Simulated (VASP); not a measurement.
ZnCu2SnS4: single point with PBE

Crystal: ZnCu2SnS4.

```
Zn Cu Sn S
1.0
    -2.71710    2.71710    5.42480
     2.71710   -2.71710    5.42480
     2.71710    2.71710   -5.42480
Zn Cu Sn S
1 2 1 4
Direct
  0.25000 0.75000 0.50000
  0.00000 0.00000 0.00000
  0.75000 0.25000 0.50000
  0.50000 0.50000 0.00000
  0.37057 0.89602 0.00727
  0.10398 0.11125 0.47455
  0.88875 0.36330 0.99273
  0.63670 0.62943 0.52545
```

| Item | Value |
| --- | --- |
| Program | VASP 6.6.1 |
| Task | single point |
| Functional | PBE |
| Potentials or basis | VASP PAW PBE potentials, release 64 (Zn, Cu, Sn_d, S) |
| Cutoff | 600 eV |
| k mesh | 7 × 7 × 7 |
| Occupations | fermi-dirac, width 0.02 eV |
| Spin | no spin polarisation |

```
Pressure               : 1.5 GPa
Largest force          : 0.048 eV/Å
Band gap on the k mesh : 0.12 eV
```

Forces in eV/Å, atoms in the order of the input:
```
Zn   0.000  0.000  0.000
Cu   0.000  0.000  0.000
Cu   0.000  0.000  0.000
Sn   0.000  0.000  0.000
S   -0.009  0.037 -0.030
S    0.037  0.009  0.030
S    0.009 -0.037 -0.030
S   -0.037 -0.009  0.030
```

Levels at points of the mesh, in eV from the valence-band top:
```csv
k point,band 34,band 35,band 36,band 37,band 38,band 39
"(0.00, 0.00, 0.00)",-0.06,-0.06,0.00,0.12,1.93,2.72
```

Run time: 34 min on 1 thread of Intel Xeon 8259CL, on a shared host, peak memory 0.72 GiB.

Caveat: spin-orbit coupling is left out, which moves the levels of the heavy elements.
